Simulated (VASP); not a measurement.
Here is a VASP 6.6.1 calculation.

The input INCAR:

```
SYSTEM = Si
  PREC = Accurate
  ENCUT = 520
  EDIFF = 1E-7
  ISMEAR = 0
  SIGMA = 0.01
  LREAL = .FALSE.
  LASPH = .TRUE.
  NELM = 80
  ALGO = Normal
  ISIF = 2
  LWAVE = .FALSE.
  LCHARG = .FALSE.
  GGA = PS
  NBANDS = 11
```

KPOINTS

```
Automatic mesh
0
G
  8 8 8
  0 0 0
```

POSCAR

```
Si
1.0
    0.0000000000      2.7303117168      2.7303117168
    2.7303117168      0.0000000000      2.7303117168
    2.7303117168      2.7303117168      0.0000000000
Si
2
Direct
    0.2500000000      0.2500000000      0.2500000000
    0.0000000000      0.0000000000      0.0000000000
```

Potentials or basis: VASP PAW PBE potentials, release 64 (Si).

Launch:

```sh
$ cat potpaw_PBE.64/Si/POTCAR > POTCAR
$ mpirun -np 1 vasp_std > vasp.out
```

What does it give for the pressure?

-1.2 GPa.

Predict the band gap on the k mesh.

0.53 eV, indirect (least direct gap 2.51 eV).

Caveat: the PAW data sets were made with another functional, which shifts forces and pressure a little. As with any semilocal functional, this PBEsol gap is likely too small.
